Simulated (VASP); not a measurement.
# Zn2AsP3 (P-3m1) in VASP: further runs, part 2 of 2

VASP 6.6.1. Earlier steps stand in the parts before.

### Step 3. Relaxation of cell and atoms, PBEsol

This run uses another cell than the first one, of 22.75 Å³/atom.

The input, INCAR:

```
ALGO = Normal
EDIFF = 1E-7
EDIFFG = -0.01
ENCUT = 600
GGA = PS
IBRION = 2
ISIF = 3
ISMEAR = -1
LASPH = T
LCHARG = F
LREAL = F
LWAVE = F
NELM = 80
NSW = 100
PREC = Accurate
SIGMA = 0.03
```

The input, KPOINTS:

```
k-points
0
Gamma
  6 6 2
```

The input, POSCAR:

```
Zn2AsP3
1.0
    3.9943141700      0.0000000000      0.0000000000
   -1.9971570900      3.4591775500      0.0000000000
    0.0000000000      0.0000000000      9.8790041400
Zn As P
2 1 3
Direct
    0.3333333300      0.6666666700      0.6790233900
    0.6666666700      0.3333333300      0.3209766100
    0.0000000000      0.0000000000      0.0000000000
    0.3333333300      0.6666666700      0.1429916000
    0.6666666700      0.3333333300      0.8570084000
    0.0000000000      0.0000000000      0.5000000000
```

Potentials or basis: VASP PAW PBE potentials, release 64 (Zn, As, P).

Run with:

```
$ cat potpaw_PBE.64/Zn/POTCAR potpaw_PBE.64/As/POTCAR potpaw_PBE.64/P/POTCAR > POTCAR
$ mpirun -np 1 vasp_std > vasp.out
```

OUTCAR:

```text
EDIFF = 1E-7
   EDIFFG = -0.01
   ENCUT = 600
   GGA = PS
   IBRION = 2
   ISIF = 3
   ISMEAR = -1
   LASPH = T
   LREAL = F
   NELM = 80
   NSW = 100
   PREC = Accurate

 ion  position               nearest neighbor table
   1  0.333  0.667  0.679-   5 2.90   5 2.90   5 2.90   6 2.91   6 2.91   6 2.91
   2  0.667  0.333  0.321-   4 2.90   4 2.90   4 2.90   6 2.91   6 2.91   6 2.91
   3  0.000  0.000  0.000-   4 2.70   5 2.70   5 2.70   4 2.70   5 2.70   4 2.70
   4  0.333  0.667  0.143-   3 2.70   3 2.70   3 2.70   2 2.90   2 2.90   2 2.90
   5  0.667  0.333  0.857-   3 2.70   3 2.70   3 2.70   1 2.90   1 2.90   1 2.90
   6  0.000  0.000  0.500-   1 2.91   2 2.91   2 2.91   1 2.91   2 2.91   1 2.91

  LATTYP: Found a hexagonal cell.
 ALAT       =     3.9943141700
 C/A-ratio  =     2.4732666785

  Lattice vectors:

 A1 = (   3.9943141700,   0.0000000000,   0.0000000000)
 A2 = (  -1.9971570900,   3.4591775500,   0.0000000000)
 A3 = (   0.0000000000,   0.0000000000,   9.8790041400)

Analysis of symmetry for initial positions (statically):
=====================================================================
 Subroutine PRICEL returns:
 Original cell was already a primitive cell.

 Routine SETGRP: Setting up the symmetry group for a
 hexagonal supercell.

 Subroutine GETGRP returns: Found 12 space group operations
 (whereof 12 operations were pure point group operations)
 out of a pool of 24 trial point group operations.

The static configuration has the point symmetry D_3d.

Analysis of symmetry for dynamics (positions and initial velocities):
=====================================================================
 Subroutine PRICEL returns:
 Original cell was already a primitive cell.

 Routine SETGRP: Setting up the symmetry group for a
 hexagonal supercell.

 Subroutine GETGRP returns: Found 12 space group operations
 (whereof 12 operations were pure point group operations)
 out of a pool of 24 trial point group operations.

The dynamic configuration has the point symmetry D_3d.

 Subroutine INISYM returns: Found 12 space group operations
 (whereof 12 operations are pure point group operations),
 and found     1 'primitive' translations

----------------------------------------------------------------------------------------
[... 111 lines left out ...]
  volume/ion in A,a.u.               =      22.75       153.52
  Fermi-wavevector in a.u.,A,eV,Ry     =   1.122491  2.121201 17.143159  1.259987
  Thomas-Fermi vector in A             =   2.259152
   LORBIT       =      0    0 simple, 1 ext, 2 COOP (PROOUT), +10 PAW based schemes
   GGA     = PS    functional components
   LHFCALC =     F    Hartree Fock is set to
   AEXX    =    0.0000 exact exchange contribution
   IVDW    =     0    specifies the selected vdW correction
   LEPSILON=     F    determine dielectric tensor
   LRPA    =     F    only Hartree local field effects (RPA)
 conjugate gradient relaxation of ions
 non-spin polarized calculation
  energy-cutoff  :      600.00
  volume of cell :      136.50
 maximum number of plane-waves:      4578
 NGX is ok and might be reduce to    32
   NGX = 15   NGY = 15   NGZ = 39

--------------------------------------- Ionic step        1  -------------------------------------------

 number of electron      44.0000005 magnetization

 Free energy of the ion-electron system (eV)
  ---------------------------------------------------
  ext. energy  EPLUGINS =         0.00000000
  ---------------------------------------------------
  free energy    TOTEN  =       -22.14472721 eV

  energy without entropy =      -22.12772199  energy(sigma->0) =      -22.13622460

 E-fermi :   2.5339     XC(G=0):  -9.6226

 val. band max:        2.5326777432   @ k =   0.3333   0.1667   0.0000
 cond. band min:       2.5616087257   @ k =   0.3333   0.3333   0.0000
 fundamental gap:      0.0289309825
 Fermi energy:         2.5339327104

 k-point     1 :       0.0000    0.0000    0.0000
  band No.  band energies     occupation
      1     -10.4298      2.00000
      2      -7.3352      2.00000
      3      -7.2179      2.00000
      4      -4.1902      2.00000
      5      -3.8354      2.00000
      6      -3.8354      2.00000
[... 508 lines left out ...]
  FREE ENERGIE OF THE ION-ELECTRON SYSTEM (eV)
  ---------------------------------------------------
  free  energy   TOTEN  =       -24.5414780683 eV

  energy  without entropy=      -24.5315908336  energy(sigma->0) =      -24.53653445

[... ionic steps 4 to 13 ...]

--------------------------------------- Ionic step       14  -------------------------------------------

 number of electron      44.0000002 magnetization

------------------------ aborting loop because EDIFF is reached ----------------------------------------
[... 75 lines left out ...]
--------------------------------------- Ionic step       16  -------------------------------------------

 number of electron      44.0000002 magnetization

 Free energy of the ion-electron system (eV)
  ---------------------------------------------------
  ext. energy  EPLUGINS =         0.00000000
  ---------------------------------------------------
  free energy    TOTEN  =       -25.02621007 eV

  energy without entropy =      -25.02083711  energy(sigma->0) =      -25.02352359

 E-fermi :   5.9497     XC(G=0): -11.1850

 val. band max:        5.7332019341   @ k =   0.1667   0.0000   0.0000
 cond. band min:       5.9499340142   @ k =   0.0000   0.0000   0.5000
 fundamental gap:      0.2167320801
 Fermi energy:         5.9496807111

 k-point     1 :       0.0000    0.0000    0.0000
  band No.  band energies     occupation
      1      -9.0554      2.00000
      2      -6.2083      2.00000
      3      -6.0520      2.00000
      4      -1.7248      2.00000
      5      -1.5570      2.00000
      6      -1.4114      2.00000
[... 428 lines left out ...]
  FREE ENERGIE OF THE ION-ELECTRON SYSTEM (eV)
  ---------------------------------------------------
  free  energy   TOTEN  =       -25.0262100650 eV

  energy  without entropy=      -25.0208371081  energy(sigma->0) =      -25.02352359

 reached required accuracy - stopping structural energy minimisation
```

OSZICAR:

```text
N       E                     dE             d eps       ncg     rms          rms(c)
DAV:   1     0.262662346994E+03    0.26266E+03   -0.21369E+04   728   0.194E+03
DAV:   2     0.279781023305E+01   -0.25986E+03   -0.25489E+03   740   0.370E+02
DAV:   3    -0.219470639808E+02   -0.24745E+02   -0.24317E+02   922   0.109E+02
[... 179 lines left out ...]
DAV:   3    -0.250262246360E+02    0.30927E-04   -0.79986E-05   852   0.838E-02    0.274E-02
DAV:   4    -0.250262109386E+02    0.13697E-04   -0.24599E-05   854   0.403E-02    0.683E-03
DAV:   5    -0.250262101786E+02    0.76000E-06   -0.57708E-06   870   0.180E-02    0.323E-03
DAV:   6    -0.250262100739E+02    0.10471E-06   -0.12982E-06  1006   0.189E-02    0.147E-03
DAV:   7    -0.250262100650E+02    0.88894E-08   -0.45419E-07   610   0.105E-02
  16 F= -.25026210E+02 E0= -.25023524E+02  d E =-.136461E-03
```

It took 12 min on 1 thread of AMD EPYC 7R43 (Zen 3), shared host; peak memory 0.29 GiB.

Results:

| Item | Value |
| --- | --- |
| Free energy | -25.0262 eV |
| Relaxed volume | 16.04 Å³/atom |
| Relaxed cell | a = 3.538 Å, b = 3.538 Å, c = 8.880 Å, α = 90.00°, β = 90.00°, γ = 120.00° |
| Space group after relaxing (to 0.1 Å) | P-3m1 (No. 164) |
| Energy gained by relaxing | 480.2 meV/atom |
| Ionic steps | 16 |
| Pressure after relaxing | 0.0 GPa |
| Largest force after relaxing | 0.006 eV/Å |
| Band gap on the k mesh | zero (bands 22 and 23 overlap by 1.82 eV) |

Forces on the atoms (eV/Å):
```
Zn   0.000  0.000  0.005
Zn   0.000  0.000 -0.005
As   0.000  0.000  0.000
P    0.000  0.000 -0.006
P    0.000  0.000  0.006
P    0.000  0.000  0.000
```

The path:
```tsv
step	energy change (eV)	largest force (eV/Å)	pressure (GPa)	volume (Å³)
1	0.0000	0.4446	-14.56	136.50
2	-2.3931	1.6949	-0.51	99.57
3	-2.3968	1.7531	0.57	98.46
4	-2.6675	0.9775	0.74	96.70
5	-2.7781	0.5892	1.82	95.03
6	-2.7865	0.6065	2.36	94.41
7	-2.8338	0.3834	-1.75	98.13
8	-2.8343	0.4041	-1.41	97.77
9	-2.8700	0.1526	-0.66	96.98
10	-2.8781	0.0739	0.03	96.42
11	-2.8802	0.0443	-0.02	96.42
12	-2.8811	0.0402	-0.07	96.42
13	-2.8811	0.0408	-0.08	96.42
14	-2.8813	0.0242	0.12	96.21
15	-2.8813	0.0228	0.14	96.19
16	-2.8815	0.0064	0.04	96.27
```

Final structure:
```xyz
6
Lattice="3.5381 0.0000 0.0000 -1.7691 3.0641 0.0000 0.0000 0.0000 8.8801" Properties=species:S:1:pos:R:3 pbc="T T T"
Zn    0.0000    2.0427    5.8470
Zn    1.7691    1.0214    3.0331
As    0.0000    0.0000    0.0000
P     0.0000    2.0427    1.5097
P     1.7691    1.0214    7.3704
P     0.0000    0.0000    4.4400
```

Levels at points of the mesh, in eV from the Fermi level:
```
           k point  band 20  band 21  band 22  band 23  band 24  band 25
(0.00, 0.00, 0.00)     0.00     0.12     0.88     0.88     2.48     2.48
(0.50, 0.00, 0.00)    -1.97    -1.91    -0.89    -0.86     1.06     1.60
(0.00, 0.00, 0.50)     0.00     0.95     0.95     1.16     2.26     2.26
(0.50, 0.00, 0.50)    -1.78    -1.54    -0.32     0.42     0.42     2.52
```

Caveat: the volume moved by over 15 % at a fixed basis, so the end points are rough; the PAW data sets were made with another functional, which shifts forces and pressure a little.

### Step 4. Single point, r2SCAN+rVV10

This run uses another cell than the first one, of 16.29 Å³/atom.

The input, POSCAR:

```
Zn2AsP3
1.0
    3.5682014410      0.0000000026      0.0000000000
   -1.7841007227      3.0901530924      0.0000000000
    0.0000000000      0.0000000000      8.8634269135
Zn As P
2 1 3
Direct
    0.3333333333      0.6666666667      0.6589172324
    0.6666666667      0.3333333333      0.3410827676
    0.0000000000      0.0000000000      0.0000000000
    0.3333333333      0.6666666667      0.1664542158
    0.6666666667      0.3333333333      0.8335457842
    0.0000000000      0.0000000000      0.5000000000
```

The input, INCAR.step1:

```
SYSTEM = Zn2AsP3
PREC     = Accurate       ! precision mode
ENCUT    = 520            ! plane-wave cutoff, eV
ISMEAR   = -1             ! smearing method
SIGMA    = 0.03           ! smearing width, eV
LREAL    = .False.        ! projectors in reciprocal space
LASPH    = .True.         ! aspherical terms in the spheres
NELM     = 60             ! most SCF steps
NBANDS   = 31             ! bands
GGA      = PE             ! functional
ALGO     = Normal         ! electronic algorithm
EDIFF    = 1E-4           ! SCF threshold, eV
LWAVE    = .True.         ! write WAVECAR
LCHARG   = .False.        ! write CHGCAR
```

The input, INCAR.step2:

```
SYSTEM = Zn2AsP3
PREC     = Accurate       ! precision mode
ENCUT    = 520            ! plane-wave cutoff, eV
EDIFF    = 1E-7           ! SCF threshold, eV
ISMEAR   = -1             ! smearing method
SIGMA    = 0.03           ! smearing width, eV
LREAL    = .False.        ! projectors in reciprocal space
LASPH    = .True.         ! aspherical terms in the spheres
NELM     = 60             ! most SCF steps
ALGO     = Normal         ! electronic algorithm
ISIF     = 2              ! what is computed and relaxed
LWAVE    = .False.        ! write WAVECAR
LCHARG   = .False.        ! write CHGCAR
METAGGA  = R2SCAN         ! meta-GGA
LMIXTAU  = .True.       
LUSE_VDW = .True.       
IVDW_NL  = 2            
BPARAM   = 11.95        
CPARAM   = 0.0093       
NBANDS   = 31             ! bands
ISTART   = 1
```

The input, KPOINTS:

```
regular mesh
0
Gamma
  12 12 4
  0 0 0
```

Run with:

```
$ cat potpaw_PBE.64/Zn/POTCAR potpaw_PBE.64/As/POTCAR potpaw_PBE.64/P/POTCAR > POTCAR
$ cp INCAR.step1 INCAR
$ mpirun -np 1 vasp_std > vasp.out
$ cp INCAR.step2 INCAR
$ mpirun -np 1 vasp_std > vasp.out
```

It took 26 min on 1 thread of AMD EPYC 7R43 (Zen 3), shared host; peak memory 0.53 GiB.

It converged, with:

```
Free energy            : -57.6006 eV
Pressure               : 0.2 GPa
Largest force          : 0.021 eV/Å
Band gap on the k mesh : zero (bands 22 and 23 overlap by 1.87 eV)
```

Forces on the atoms (eV/Å):
```
Zn   0.000  0.000 -0.007
Zn   0.000  0.000  0.007
As   0.000  0.000  0.000
P    0.000  0.000 -0.021
P    0.000  0.000  0.021
P    0.000  0.000  0.000
```

Levels at points of the mesh, in eV from the Fermi level:
| k point | band 18 | band 19 | band 20 | band 21 | band 22 | band 23 | band 24 | band 25 | band 26 | band 27 |
| --- | --- | --- | --- | --- | --- | --- | --- | --- | --- | --- |
| (0.00, 0.00, 0.00) | -0.46 | -0.14 | -0.14 | 0.26 | 0.77 | 0.77 | 2.59 | 2.59 | 2.89 | 4.72 |
| (0.50, 0.00, 0.00) | -3.36 | -3.09 | -1.98 | -1.87 | -0.99 | -0.91 | 1.24 | 1.84 | 3.78 | 3.97 |
| (0.00, 0.00, 0.50) | -1.54 | -0.14 | -0.14 | 0.83 | 0.83 | 1.22 | 2.38 | 2.38 | 2.64 | 5.26 |
| (0.50, 0.00, 0.50) | -4.33 | -3.81 | -1.86 | -1.52 | -0.16 | 0.33 | 0.38 | 2.78 | 3.10 | 3.46 |

Caveat: the PAW data sets were made with another functional, which shifts forces and pressure a little.

### Step 5. The runs side by side

| task | level | cell | k mesh | cutoff (eV) | gap on the mesh (eV) | pressure (GPa) | largest force (eV/Å) |
| --- | --- | --- | --- | --- | --- | --- | --- |
| single point | PBEsol | a = 3.536, b = 3.536, c = 8.867 Å, angles 90.0, 90.0, 120.0°, 6 atoms, atomic positions A | 6 × 6 × 2 | 520 | none | 0.3 | - |
| relaxation of cell and atoms | PBEsol | relaxed from a = 3.994, b = 3.994, c = 9.879 Å, angles 90.0, 90.0, 120.0°, 6 atoms, atomic positions B | 6 × 6 × 2 | 600 | none | 0.0 | 0.01 |
| single point | r2SCAN+rVV10 | a = 3.568, b = 3.568, c = 8.863 Å, angles 90.0, 90.0, 120.0°, 6 atoms, atomic positions C | 12 × 12 × 4 | 520 | none | 0.2 | 0.02 |

Alike in all rows: potentials or basis VASP PAW PBE potentials, release 64 (Zn, As, P); no spin polarisation; smearing fermi-dirac 0.03 eV.

Caveats: the PAW data sets were made with another functional, which shifts forces and pressure a little; the volume moved by over 15 % at a fixed basis, so the end points are rough (at least some runs).

Absolute energies hang on the potentials; compare differences alone.

The gap in the log of VASP goes by the Fermi energy; the results here count the filled bands.